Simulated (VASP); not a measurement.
Input of a VASP 6.6.1 run:

The input POSCAR:

```
LiCl
1.0
    0.0000000000      2.5647700000      2.5647700000
    2.5647700000      0.0000000000      2.5647700000
    2.5647700000      2.5647700000      0.0000000000
Cl Li
1 1
Direct
    0.5000000000      0.5000000000      0.5000000000
    0.0000000000      0.0000000000      0.0000000000
```

File INCAR.step1:

```
SYSTEM = LiCl
PREC     = Accurate       ! precision mode
ENCUT    = 600            ! plane-wave cutoff, eV
EDIFF    = 1E-5           ! SCF threshold, eV
ISMEAR   = -1             ! smearing method
SIGMA    = 0.05           ! smearing width, eV
LREAL    = .False.        ! projectors in reciprocal space
LASPH    = .True.         ! aspherical terms in the spheres
NELM     = 100            ! most SCF steps
ALGO     = Normal         ! electronic algorithm
LWAVE    = .True.         ! write WAVECAR
LCHARG   = .False.        ! write CHGCAR
GGA      = PE             ! functional
NBANDS   = 12             ! bands
```

INCAR.step2

```
SYSTEM = LiCl
PREC     = Accurate       ! precision mode
ENCUT    = 600            ! plane-wave cutoff, eV
EDIFF    = 1E-7           ! SCF threshold, eV
ISMEAR   = -1             ! smearing method
SIGMA    = 0.05           ! smearing width, eV
LREAL    = .False.        ! projectors in reciprocal space
LASPH    = .True.         ! aspherical terms in the spheres
NELM     = 100            ! most SCF steps
ALGO     = Normal         ! electronic algorithm
ISIF     = 3              ! what is computed and relaxed
LWAVE    = .False.        ! write WAVECAR
LCHARG   = .False.        ! write CHGCAR
GGA      = PS             ! functional
LHFCALC  = .True.         ! exact exchange
AEXX     = 0.25           ! exact-exchange fraction
HFSCREEN = 0.207          ! screening, 1/A
PRECFOCK = Normal       
IBRION   = 2              ! ionic algorithm
NSW      = 60             ! ionic steps
EDIFFG   = -0.01          ! ionic threshold
ISTART   = 1
```

The input KPOINTS:

```
Automatic mesh
0
Gamma
  5 5 5
  0 0 0
```

Potentials or basis: VASP PAW PBE potentials, release 64 (Cl, Li_sv).

Command:

```bash
$ cat potpaw_PBE.64/Cl/POTCAR potpaw_PBE.64/Li_sv/POTCAR > POTCAR
$ cp INCAR.step1 INCAR
$ mpirun -np 1 vasp_std > vasp.out
$ cp INCAR.step2 INCAR
$ mpirun -np 1 vasp_std > vasp.out
```

Task: What does it give for the relaxed volume?

Result: 16.08 Å³/atom.

Task: Estimate the relaxed cell.

Result: a = 3.569 Å, b = 3.569 Å, c = 3.569 Å, α = 60.00°, β = 60.00°, γ = 60.00°.

Task: What does it give for the band gap on the k mesh?

Result: 7.85 eV.

The path:
```csv
step,energy change (eV),largest force (eV/Å),pressure (GPa),volume (Å³)
1,0.0000,0.0000,-1.59,33.74
2,-0.0061,0.0000,-0.82,32.93
3,-0.0081,0.0000,0.00,32.16
```

Caveat: the k points lie up to 0.43 Å⁻¹ apart in the final cell; the cutoff is under 1.25 times the usual one of these potentials, so pressure, stress and relaxed cells hold a basis-set (Pulay) error; the PAW data sets were made with another functional, which shifts forces and pressure a little; an odd mesh through Γ misses points on the zone boundary, where band edges can lie.
